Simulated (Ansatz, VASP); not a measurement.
As: VASP beside Ansatz

```
As
1.0
     1.74805   -5.46288    0.00000
     1.74805    5.46288    0.00000
     0.00000    0.00000    4.53749
As
4
Direct
  0.10425 0.89575 0.92647
  0.60425 0.39575 0.57353
  0.89575 0.10425 0.07353
  0.39575 0.60425 0.42647
```

Alike in both runs: task single point; functional r2SCAN; k mesh 10 × 10 × 8; occupations fermi-dirac, width 0.1 eV; no spin polarisation.

|  | VASP | Ansatz |
| --- | --- | --- |
| version | VASP 6.6.1 | Ansatz 0.2.0 |
| potentials or method | VASP PAW PBE potentials, release 64 (As), cutoff 520 eV | plane waves (500 eV) with PAW, scalar-relativistic |
| valence electrons in the cell | 20 | 60 |

VASP gave:

| Property | Result |
| --- | --- |
| pressure (GPa) | 10.9 |
| traceless stress, the component that is largest in VASP (GPa) | 1.19 |

**Question.** Which values does Ansatz return?

**Answer.** Pressure (GPa): 10.7; traceless stress, the component that is largest in VASP (GPa): 1.25.

VASP's potentials were made for PBE, not for r2SCAN. With one functional, cell and mesh, what is left measures potentials, basis and numerics. VASP's potentials hold 20 valence electrons a cell and Ansatz's 60, so a difference there can come from the potentials and not from the codes.
